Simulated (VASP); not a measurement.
# SiO (F-43m) in VASP: further runs

The runs below take SiO through single point, with PBE-based screened hybrid with 25 % exact exchange.

All numbers are computed with VASP 6.6.1; they aren't measurements. Logs are shortened: lines on timing, memory, paths and dates and some standing lists are left out, and cuts for length are marked.

**1. The cell of the first run**

It takes space group F-43m (No. 216, cubic). Conventional cell: a = 4.867 Å, b = 4.867 Å, c = 4.867 Å, α = 90.00°, β = 90.00°, γ = 90.00°. Within 2.8 Å of Si (site symmetry -43m) lie 4 O at 2.11 Å. O (site symmetry -43m) has 4 Si at 2.11 Å within 2.8 Å.

**2. Single point, PBE-based screened hybrid with 25 % exact exchange**

File POSCAR:

```
SiO
1.0
    0.0000000000      2.4336400000      2.4336400000
    2.4336400000      0.0000000000      2.4336400000
    2.4336400000      2.4336400000      0.0000000000
Si O
1 1
Direct
    0.7500000000      0.7500000000      0.7500000000
    0.0000000000      0.0000000000      0.0000000000
```

File INCAR.step1:

```
PREC = Accurate ; ENCUT = 520
EDIFF = 1E-5 ; ISMEAR = -1
SIGMA = 0.05 ; LREAL = F
LASPH = T ; NELM = 100
ALGO = Normal ; ISIF = 2
LWAVE = T ; LCHARG = F
NBANDS = 12 ; GGA = PE
```

File INCAR.step2:

```
PREC = Accurate ; ENCUT = 520
EDIFF = 1E-6 ; ISMEAR = -1
SIGMA = 0.05 ; LREAL = F
LASPH = T ; NELM = 100
ALGO = Normal ; ISIF = 2
LWAVE = F ; LCHARG = F
GGA = PE ; LHFCALC = T
AEXX = 0.25 ; HFSCREEN = 0.1
PRECFOCK = Normal ; NBANDS = 12
ISTART = 1
```

File KPOINTS:

```
regular mesh
0
Gamma
  5 5 5
```

Potentials or basis: VASP PAW PBE potentials, release 64 (Si, O).

Started as:

```
$ cat potpaw_PBE.64/Si/POTCAR potpaw_PBE.64/O/POTCAR > POTCAR
$ cp INCAR.step1 INCAR
$ mpirun -np 1 vasp_std > vasp.out
$ cp INCAR.step2 INCAR
$ mpirun -np 1 vasp_std > vasp.out
```

OUTCAR:

```text
PREC = Accurate
   ENCUT = 520
   EDIFF = 1E-6
   ISMEAR = -1
   LREAL = F
   LASPH = T
   NELM = 100
   ISIF = 2
   GGA = PE
   LHFCALC = T
   AEXX = 0.25
   HFSCREEN = 0.1
   PRECFOCK = Normal
   ISTART = 1

 ion  position               nearest neighbor table
   1  0.750  0.750  0.750-   2 2.11   2 2.11   2 2.11   2 2.11
   2  0.000  0.000  0.000-   1 2.11   1 2.11   1 2.11   1 2.11

  LATTYP: Found a face centered cubic cell.
 ALAT       =     4.8672800000

  Lattice vectors:

 A1 = (   0.0000000000,   2.4336400000,   2.4336400000)
 A2 = (   2.4336400000,   0.0000000000,   2.4336400000)
 A3 = (   2.4336400000,   2.4336400000,   0.0000000000)

Analysis of symmetry for initial positions (statically):
=====================================================================
 Subroutine PRICEL returns:
 Original cell was already a primitive cell.

 Routine SETGRP: Setting up the symmetry group for a
 face centered cubic supercell.

 Subroutine GETGRP returns: Found 24 space group operations
 (whereof 24 operations were pure point group operations)
 out of a pool of 48 trial point group operations.

The static configuration has the point symmetry T_d .

Analysis of symmetry for dynamics (positions and initial velocities):
=====================================================================
 Subroutine PRICEL returns:
 Original cell was already a primitive cell.

 Routine SETGRP: Setting up the symmetry group for a
 face centered cubic supercell.

 Subroutine GETGRP returns: Found 24 space group operations
 (whereof 24 operations were pure point group operations)
 out of a pool of 48 trial point group operations.

The dynamic configuration has the point symmetry T_d .

 Subroutine INISYM returns: Found 24 space group operations
 (whereof 24 operations are pure point group operations),
 and found     1 'primitive' translations

----------------------------------------------------------------------------------------

                                     Primitive cell

  volume of cell :      28.8270

  direct lattice vectors                    reciprocal lattice vectors
     0.000000000  2.433640000  2.433640000    -0.205453559  0.205453559  0.205453559
     2.433640000  0.000000000  2.433640000     0.205453559 -0.205453559  0.205453559
     2.433640000  2.433640000  0.000000000     0.205453559  0.205453559 -0.205453559

  length of vectors
     3.441686694  3.441686694  3.441686694     0.355856003  0.355856003  0.355856003

  position of ions in fractional coordinates (direct lattice)
     0.750000000  0.750000000  0.750000000
     0.000000000  0.000000000  0.000000000

  ion indices of the primitive-cell ions
   primitive index   ion index
                 1           1
                 2           2

----------------------------------------------------------------------------------------

 KPOINTS: regular mesh

Automatic generation of k-mesh.
 Grid dimensions read from file:
 generate k-points for:    5    5    5

 Generating k-lattice:

  Cartesian coordinates                     Fractional coordinates (reciprocal lattice)
    -0.041090712  0.041090712  0.041090712     0.200000000  0.000000000  0.000000000
     0.041090712 -0.041090712  0.041090712     0.000000000  0.200000000  0.000000000
     0.041090712  0.041090712 -0.041090712     0.000000000  0.000000000  0.200000000

  Length of vectors
     0.071171201  0.071171201  0.071171201

  Shift w.r.t. Gamma in fractional coordinates (k-lattice)
     0.000000000  0.000000000  0.000000000

 Subroutine IBZKPT returns following result:
 ===========================================

 Found     10 irreducible k-points:

 Following reciprocal coordinates:
            Coordinates               Weight
  0.000000  0.000000  0.000000      1.000000
  0.200000  0.000000  0.000000      8.000000
  0.400000  0.000000  0.000000      8.000000
  0.200000  0.200000  0.000000      6.000000
  0.400000  0.200000  0.000000     24.000000
 -0.400000  0.200000  0.000000     24.000000
 -0.200000  0.200000  0.000000     12.000000
  0.400000  0.400000  0.000000      6.000000
 -0.400000  0.400000  0.000000     12.000000
 -0.400000  0.400000  0.200000     24.000000
   k-points           NKPTS =     10   k-points in BZ     NKDIM =    125   number of bands    NBANDS=     12
   number of dos      NEDOS =    301   number of ions     NIONS =      2
   total plane-waves  NPLWV =  21952
   dimension x,y,z NGX =    28 NGY =   28 NGZ =   28
   dimension x,y,z NGXF=    56 NGYF=   56 NGZF=   56
   ions per type =               1   1
   NGX,Y,Z   is equivalent  to a cutoff of  13.53, 13.53, 13.53 a.u.
   NGXF,Y,Z  is equivalent  to a cutoff of  27.05, 27.05, 27.05 a.u.
 SYSTEM =  unknown system
   PREC   = accura    normal or accurate (medium, high low for compatibility)
   ISTART =      1    job   : 0-new  1-cont  2-samecut
   ICHARG =      0    charge: 1-file 2-atom 10-const
   ISPIN  =      1    spin polarized calculation?
   LNONCOLLINEAR =      F non collinear calculations
   LSORBIT =      F    spin-orbit coupling
   LASPH  =      T    aspherical Exc in radial PAW
   ENCUT  =  520.0 eV  38.22 Ry    6.18 a.u.   6.40  6.40  6.40*2*pi/ulx,y,z
   NELM   =    100;   NELMIN=  2; NELMDL=  0     # of ELM steps
   EDIFF  = 0.1E-05   stopping-criterion for ELM
   LREAL  =      F    real-space projection
   EDIFFG = 0.1E-04   stopping-criterion for IOM
   NSW    =      0    number of steps for IOM
   IBRION =     -1    ionic relax: 0-MD 1-quasi-New 2-CG
   NFREE  =      0    steps in history (QN), initial steepest desc. (CG)
   ISIF   =      2    stress and relaxation
   ISYM   =      3    0-nonsym 1-usesym 2-fastsym
   POTIM  = 0.5000    time-step for ionic-motion
   TEBEG  =    0.0;   TEEND  =   0.0 temperature during run
   PSTRESS=    0.0 pullay stress
   NELECT =      10.0000    total number of electrons
   NUPDOWN=      -1.0000    fix difference up-down
   EMIN   =  10.00;   EMAX   =-10.00  energy-range for DOS
   EFERMI =   0.00;   METHOD = LEGACY
   ISMEAR =    -1;   SIGMA  =   0.05  broadening in eV -4-tet -1-fermi 0-gaus
   EFERMI_NEDOS =   21; number of points for ismear=-14 and -15
   IALGO  =     38    algorithm
   IMIX   =      1    mixing-type and parameters
     AMIX     =   0.40;   BMIX     =  1.00
     AMIX_MAG =   1.60;   BMIX_MAG =  1.00
  volume/ion in A,a.u.               =      14.41        97.27
  Fermi-wavevector in a.u.,A,eV,Ry     =   1.150293  2.173739 18.002877  1.323174
  Thomas-Fermi vector in A             =   2.286958
   LORBIT       =      0    0 simple, 1 ext, 2 COOP (PROOUT), +10 PAW based schemes
   GGA     = PE    functional components
   LHFCALC =     T    Hartree Fock is set to
   PRECFOCK=normal    Normal, Fast or Accurate (Low or Medium for compatibility)
   ENCUT4O =  -1.0   cutoff for four orbital integrals eV
   NKREDX  =     1    reduce k-point grid by
   NKREDY  =     1    reduce k-point grid by
   NKREDZ  =     1    reduce k-point grid by
   AEXX    =    0.2500 exact exchange contribution
   HFSCREEN=    0.1000 screening length (either q_TF or 0.3 A-1)
   HFSCREENC=   0.1000 screening length for correlation (either q_TF or 0.3 A-1)
   ENCUTFOCK=  -1.0 apply spherical cutoff to Coloumb kernel
   IVDW    =     0    specifies the selected vdW correction
   LEPSILON=     F    determine dielectric tensor
   LRPA    =     F    only Hartree local field effects (RPA)
 non-spin polarized calculation
  energy-cutoff  :      520.00
  volume of cell :       28.83
 maximum number of plane-waves:       794
 NGX is ok and might be reduce to    28
  NGX = 20; NGY = 20; NGZ = 20

 number of electron      10.0000002 magnetization

 Free energy of the ion-electron system (eV)
  ---------------------------------------------------
  ext. energy  EPLUGINS =         0.00000000
  ---------------------------------------------------
  free energy    TOTEN  =       -13.86570674 eV

  energy without entropy =      -13.86512153  energy(sigma->0) =      -13.86541414

 E-fermi :   6.1936     XC(G=0):  -8.0527

 val. band max:        5.8921472050   @ k =  -0.4000   0.4000   0.2000
 cond. band min:       6.4256024860   @ k =   0.4000   0.4000   0.0000
 fundamental gap:      0.5334552810
 Fermi energy:         6.1936351544

 k-point     1 :       0.0000    0.0000    0.0000
  band No.  band energies     occupation
      1     -17.4493      2.00000
      2      -1.0546      2.00000
      3      -0.2371      2.00000
      4      -0.2371      2.00000
      5      -0.2371      2.00000
      6      10.8026      0.00000
      7      10.8026      0.00000
      8      10.8026      0.00000
      9      17.4685      0.00000
     10      18.9027      0.00000
     11      18.9027      0.00000
     12      19.5938      0.00000

 k-point     2 :       0.2000    0.0000    0.0000
  band No.  band energies     occupation
      1     -17.2310      2.00000
      2      -3.1895      2.00000
      3      -0.4052      2.00000
      4      -0.4052      2.00000
      5       1.8588      2.00000
      6       9.5798      0.00000
      7      11.0436      0.00000
      8      11.0436      0.00000
      9      17.3218      0.00000
     10      17.3218      0.00000
     11      17.6624      0.00000
     12      20.1631      0.00000

 k-point     3 :       0.4000    0.0000    0.0000
  band No.  band energies     occupation
      1     -16.8426      2.00000
      2      -4.8245      2.00000
      3      -0.6519      2.00000
      4      -0.6519      2.00000
      5       3.0999      2.00000
      6       8.8491      0.00000
      7      11.0248      0.00000
      8      11.0248      0.00000
      9      16.7719      0.00000
     10      18.0119      0.00000
     11      18.0119      0.00000
     12      21.0988      0.00000

 k-point     4 :       0.2000    0.2000    0.0000
  band No.  band energies     occupation
      1     -17.1597      2.00000
      2      -3.2934      2.00000
      3      -0.7520      2.00000
      4      -0.7520      2.00000
      5       2.6408      2.00000
      6       8.7334      0.00000
      7      11.4383      0.00000
      8      11.4383      0.00000
      9      14.2518      0.00000
     10      19.6228      0.00000
     11      19.8402      0.00000
     12      21.3034      0.00000

 k-point     5 :       0.4000    0.2000    0.0000
  band No.  band energies     occupation
      1     -16.8263      2.00000
      2      -4.3949      2.00000
      3      -1.3934      2.00000
      4      -1.0407      2.00000
      5       4.2120      2.00000
      6       7.8835      0.00000
      7      10.8029      0.00000
      8      11.7249      0.00000
      9      14.5075      0.00000
     10      19.2208      0.00000
     11      19.7601      0.00000
     12      21.8883      0.00000

 k-point     6 :      -0.4000    0.2000    0.0000
  band No.  band energies     occupation
      1     -16.6870      2.00000
      2      -4.7226      2.00000
      3      -1.9899      2.00000
      4      -0.9075      2.00000
      5       4.7712      2.00000
      6       8.2524      0.00000
      7      10.0746      0.00000
      8      11.5633      0.00000
      9      15.9557      0.00000
     10      18.0676      0.00000
     11      19.2415      0.00000
     12      21.7666      0.00000

 k-point     7 :      -0.2000    0.2000    0.0000
  band No.  band energies     occupation
      1     -16.9527      2.00000
      2      -4.0993      2.00000
      3      -1.4787      2.00000
      4      -0.5157      2.00000
      5       3.6242      2.00000
      6       8.7977      0.00000
      7      10.4025      0.00000
      8      11.3282      0.00000
      9      16.2597      0.00000
     10      17.2126      0.00000
     11      19.4969      0.00000
     12      20.7806      0.00000

 k-point     8 :       0.4000    0.4000    0.0000
  band No.  band energies     occupation
      1     -16.6545      2.00000
      2      -4.6168      2.00000
      3      -1.4677      2.00000
      4      -1.4677      2.00000
      5       4.6234      2.00000
      6       6.4256      0.01914
      7      12.4671      0.00000
      8      12.5236      0.00000
      9      12.5236      0.00000
     10      18.5035      0.00000
     11      22.3167      0.00000
     12      24.1306      0.00000

 k-point     9 :      -0.4000    0.4000    0.0000
  band No.  band energies     occupation
      1     -16.5664      2.00000
      2      -4.5901      2.00000
      3      -2.3270      2.00000
      4      -1.3976      2.00000
      5       5.4741      2.00000
      6       6.7477      0.00003
      7      11.1679      0.00000
      8      12.4146      0.00000
      9      13.3631      0.00000
     10      19.1833      0.00000
     11      20.4001      0.00000
     12      24.3665      0.00000

 k-point    10 :      -0.4000    0.4000    0.2000
  band No.  band energies     occupation
      1     -16.6142      2.00000
      2      -4.4825      2.00000
      3      -2.2723      2.00000
      4      -1.5373      2.00000
      5       5.8921      1.99520
      6       7.3834      0.00000
      7       9.8704      0.00000
      8      12.0898      0.00000
      9      14.4822      0.00000
     10      18.8829      0.00000
     11      20.0280      0.00000
     12      23.0802      0.00000

------------------------ aborting loop because EDIFF is reached ----------------------------------------

  FORCE on cell =-STRESS in cart. coord.  units (eV):
  Direction    XX          YY          ZZ          XY          YZ          ZX
  --------------------------------------------------------------------------------------
  -------------------------------------------------------------------------------------
  Total       -0.2315303     -0.2315303     -0.2315303     -0.0000000      0.0000000     -0.0000000
  in kB      -12.8682489    -12.8682489    -12.8682489     -0.0000000      0.0000000     -0.0000000
  external PRESSURE =     -12.8682489 kB  Pullay stress =       0.0000000 kB

 VOLUME and BASIS-vectors are now :
 -----------------------------------------------------------------------------
  energy-cutoff  :      520.00
  volume of cell :       28.83
      direct lattice vectors                 reciprocal lattice vectors
     0.000000000  2.433640000  2.433640000    -0.205453559  0.205453559  0.205453559
     2.433640000  0.000000000  2.433640000     0.205453559 -0.205453559  0.205453559
     2.433640000  2.433640000  0.000000000     0.205453559  0.205453559 -0.205453559

 POSITION                                       TOTAL-FORCE (eV/Angst)
 -----------------------------------------------------------------------------------
      3.65046      3.65046      3.65046         0.000000      0.000000      0.000000
      0.00000      0.00000      0.00000        -0.000000     -0.000000     -0.000000
 -----------------------------------------------------------------------------------
    total drift:                               -0.000000      0.000000      0.000002

  FREE ENERGIE OF THE ION-ELECTRON SYSTEM (eV)
  ---------------------------------------------------
  free  energy   TOTEN  =       -13.8657067400 eV

  energy  without entropy=      -13.8651215320  energy(sigma->0) =      -13.86541414
```

It took 2.4 min on 1 thread of Intel Xeon Platinum 8488C (Sapphire Rapids), shared host; peak memory 0.26 GiB.

Results:

| Quantity | Value |
| --- | --- |
| Free energy | -13.8657 eV |
| Pressure | -1.3 GPa |
| Band gap on the k mesh | 0.53 eV (least direct gap 1.27 eV) |

Caveat: the k points lie up to 0.45 Å⁻¹ apart; the PAW data sets were made with another functional, which shifts forces and pressure a little; an odd mesh through Γ misses points on the zone boundary, where band edges can lie.

**3. Single point, PBE-based screened hybrid with 25 % exact exchange**

POSCAR is that of step 2.

File INCAR.step1:

```
PREC = Accurate ; ENCUT = 520
EDIFF = 1E-5 ; ISMEAR = -1
SIGMA = 0.05 ; LREAL = False
LASPH = True ; NELM = 100
ALGO = Normal ; ISIF = 2
LWAVE = True ; NBANDS = 12
GGA = PE
```

File INCAR.step2:

```
PREC = Accurate ; ENCUT = 520
EDIFF = 1E-7 ; ISMEAR = -1
SIGMA = 0.05 ; LREAL = False
LASPH = True ; NELM = 100
ALGO = Normal ; ISIF = 2
LWAVE = False ; LCHARG = True
GGA = PE ; LHFCALC = True
AEXX = 0.25 ; HFSCREEN = 0.15
PRECFOCK = Normal ; LELF = True
LVHAR = True ; NBANDS = 12
ISTART = 1
```

File KPOINTS:

```
Automatic mesh
0
Gamma
  5 5 5
```

Potentials or basis: VASP PAW PBE potentials, release 64 (Si, O).

Started as:

```
$ cat potpaw_PBE.64/Si/POTCAR potpaw_PBE.64/O/POTCAR > POTCAR
$ cp INCAR.step1 INCAR
$ mpirun -np 1 vasp_std > vasp.out
$ cp INCAR.step2 INCAR
$ mpirun -np 1 vasp_std > vasp.out
```

Run time: 2.7 min. Hardware: 1 thread of Intel Xeon Platinum 8488C (Sapphire Rapids), shared host; peak memory 0.26 GiB.

It converged, with:

| Property | Result |
| --- | --- |
| Free energy | -13.6108 eV |
| Pressure | -1.2 GPa |
| Band gap on the k mesh | 0.38 eV (least direct gap 1.13 eV) |

Levels at points of the mesh, in eV from the valence-band top:
| k point | band 2 | band 3 | band 4 | band 5 | band 6 | band 7 | band 8 | band 9 |
| --- | --- | --- | --- | --- | --- | --- | --- | --- |
| (0.00, 0.00, 0.00) | -6.92 | -6.11 | -6.11 | -6.11 | 4.74 | 4.74 | 4.74 | 11.41 |

Caveat: the k points lie up to 0.45 Å⁻¹ apart; the PAW data sets were made with another functional, which shifts forces and pressure a little; an odd mesh through Γ misses points on the zone boundary, where band edges can lie.

**4. Single point, PBE-based screened hybrid with 25 % exact exchange**

POSCAR is that of step 3.

File INCAR.step1:

```
SYSTEM = SiO
ALGO = Normal ; EDIFF = 1E-5
ENCUT = 520 ; GGA = PE
ISIF = 2 ; ISMEAR = -1
LASPH = .TRUE. ; LREAL = .FALSE.
LWAVE = .TRUE. ; NBANDS = 12
NELM = 80 ; PREC = Accurate
SIGMA = 0.05
```

File INCAR.step2:

```
SYSTEM = SiO
AEXX = 0.25 ; ALGO = Normal
EDIFF = 1E-6 ; ENCUT = 520
GGA = PE ; HFSCREEN = 0.2
ISIF = 2 ; ISMEAR = -1
ISTART = 1 ; LASPH = .TRUE.
LCHARG = .TRUE. ; LELF = .TRUE.
LHFCALC = .TRUE. ; LREAL = .FALSE.
LVHAR = .TRUE. ; LWAVE = .FALSE.
NBANDS = 12 ; NELM = 80
PREC = Accurate ; PRECFOCK = Normal
SIGMA = 0.05
```

File KPOINTS:

```
k-points
0
G
  5 5 5
  0 0 0
```

Started as:

```
$ cat potpaw_PBE.64/Si/POTCAR potpaw_PBE.64/O/POTCAR > POTCAR
$ cp INCAR.step1 INCAR
$ mpirun -np 1 vasp_std > vasp.out
$ cp INCAR.step2 INCAR
$ mpirun -np 1 vasp_std > vasp.out
```

Run time: 2.4 min. Hardware: 1 thread of Intel Xeon Platinum 8488C (Sapphire Rapids), shared host; peak memory 0.25 GiB.

It converged, with:

```
Free energy            : -13.3844 eV
Pressure               : -1.2 GPa
Band gap on the k mesh : 0.29 eV (least direct gap 1.07 eV)
```

Levels at points of the mesh, in eV from the valence-band top:
```tsv
k point	band 1	band 2	band 3	band 4	band 5	band 6	band 7	band 8	band 9	band 10
(0.00, 0.00, 0.00)	-23.27	-6.85	-6.07	-6.07	-6.07	4.61	4.61	4.61	11.29	12.71
```

Caveat: the k points lie up to 0.45 Å⁻¹ apart; the PAW data sets were made with another functional, which shifts forces and pressure a little; an odd mesh through Γ misses points on the zone boundary, where band edges can lie.

**5. The runs side by side**

```csv
screening parameter,gap on the mesh (eV),pressure (GPa)
0.1 1/Å,0.53,-1.3
0.15 1/Å,0.38,-1.2
0.2 1/Å,0.29,-1.2
```

Alike in all rows: task single point; level PBE-based screened hybrid with 25 % exact exchange; potentials or basis VASP PAW PBE potentials, release 64 (Si, O); no spin polarisation; cell as given; k mesh 5 × 5 × 5; cutoff (eV) 520; smearing fermi-dirac 0.05 eV.

Caveats: all runs use coarse meshes; the PAW data sets were made with another functional, which shifts forces and pressure a little; an odd mesh through Γ misses points on the zone boundary, where band edges can lie.

Total energies depend on the potentials used, so only differences within one code and one set of settings carry meaning.
